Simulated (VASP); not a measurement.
Set up this calculation in VASP 6.6.1, as the native input.

```
Task                   : single point
Functional             : PBE
Potentials or basis    : VASP PAW PBE potentials, release 64 (Fe)
Cutoff                 : 520 eV
k mesh                 : 20 × 20 × 20
Occupations            : gaussian, width 0.1 eV
Spin                   : collinear spin, ferromagnetic start
Starting moments       : [2.44] μB
Dipole correction      : no
Further INCAR settings : ALGO = Normal; EDIFF = 1e-06; NBANDS = 14
```

The structure of Fe lies in POSCAR:

```
Fe
1.0
   -1.4014879620      1.4014879620      1.4014879620
    1.4014879620     -1.4014879620      1.4014879620
    1.4014879620      1.4014879620     -1.4014879620
Fe
1
Direct
    0.0000000000      0.0000000000      0.0000000000
```

This cell differs from its parent crystal: volume scaled by 0.97.

One way to write it, as run:

INCAR

```
SYSTEM = Fe
PREC = Accurate ; ENCUT = 520
EDIFF = 1E-6 ; ISMEAR = 0
SIGMA = 0.1 ; LREAL = .False.
LASPH = .True. ; NELM = 150
ALGO = Normal ; ISIF = 2
LWAVE = .False. ; LCHARG = .False.
ISPIN = 2 ; MAGMOM = 2.44
LORBIT = 11 ; LMAXMIX = 4
GGA = PE ; NBANDS = 14
```

KPOINTS

```
Automatic mesh
0
Gamma
  20 20 20
  0 0 0
```

Potentials or basis: VASP PAW PBE potentials, release 64 (Fe).

Command:

```bash
$ cat potpaw_PBE.64/Fe/POTCAR > POTCAR
$ mpirun -np 1 vasp_std > vasp.out
```

Results of the run:

* Pressure: 5.5 GPa
* Net moment: 2.12 μB per cell
* Site moments: Fe +2.11 μB
* Valence electrons inside the program's atomic spheres: Fe 7.33

Wall time 2.8 min on 1 thread of AMD EPYC 7R13, on a shared host, peak memory 0.14 GiB.
